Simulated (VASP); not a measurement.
Write the native input for VASP 6.6.1 that does the following.

| Quantity | Value |
| --- | --- |
| Task | single point |
| Functional | RPBE |
| Potentials or basis | VASP PAW PBE potentials, release 64 (Mn_pv, Hg) |
| Cutoff | 520 eV |
| k mesh | 11 × 11 × 6 |
| Occupations | fermi-dirac, width 0.05 eV |
| Spin | collinear spin, antiferromagnetic start |
| Starting moments | [4.0, -4.0, 0.0, 0.0] μB |
| Dipole correction | no |
| Further INCAR settings | ALGO = Normal; EDIFF = 1e-07; NBANDS = 37 |

The structure of MnHg lies in POSCAR:

```
MnHg
1.0
    3.2880000000      0.0000000000      0.0000000000
    0.0000000000      3.2880000000      0.0000000000
    0.0000000000      0.0000000000      6.6260000000
Mn Hg
2 2
Direct
    0.5000000000      0.5000000000      0.2500000000
    0.5000000000      0.5000000000      0.7500000000
    0.0000000000      0.0000000000      0.0000000000
    0.0000000000      0.0000000000      0.5000000000
```

One way to write it, as run:

INCAR

```
PREC = Accurate ; ENCUT = 520
EDIFF = 1E-7 ; ISMEAR = -1
SIGMA = 0.05 ; LREAL = False
LASPH = True ; NELM = 150
ALGO = Normal ; ISIF = 2
LWAVE = False ; LCHARG = True
ISPIN = 2 ; MAGMOM = 4 -4 0 0
LORBIT = 11 ; LMAXMIX = 4
GGA = RP ; LELF = True
LVHAR = True ; NBANDS = 37
```

KPOINTS

```
regular mesh
0
Gamma
  11 11 6
```

Potentials or basis: VASP PAW PBE potentials, release 64 (Mn_pv, Hg).

The run is started by

```sh
$ cat potpaw_PBE.64/Mn_pv/POTCAR potpaw_PBE.64/Hg/POTCAR > POTCAR
$ mpirun -np 1 vasp_std > vasp.out
```

It gave:

```json
{"Pressure": "5.8 GPa", "Band gap on the k mesh": "zero (filled and empty bands overlap)", "Net moment": "0.00 μB per cell", "Site moments": "Mn +3.84, -3.84; Hg +0.00 μB", "Valence electrons inside the program's atomic spheres": "Mn 11.40; Hg 10.61"}
```

Caveat: the cell stands under pressure; the antiferromagnetic order is the one typed at the start, and another may lie lower; the PAW data sets were made with another functional, which shifts forces and pressure a little; spin-orbit coupling is left out, which moves the levels of the heavy elements.

Wall time 4.1 min on 1 thread of Intel Xeon 8259CL, on a shared host, peak memory 0.42 GiB.
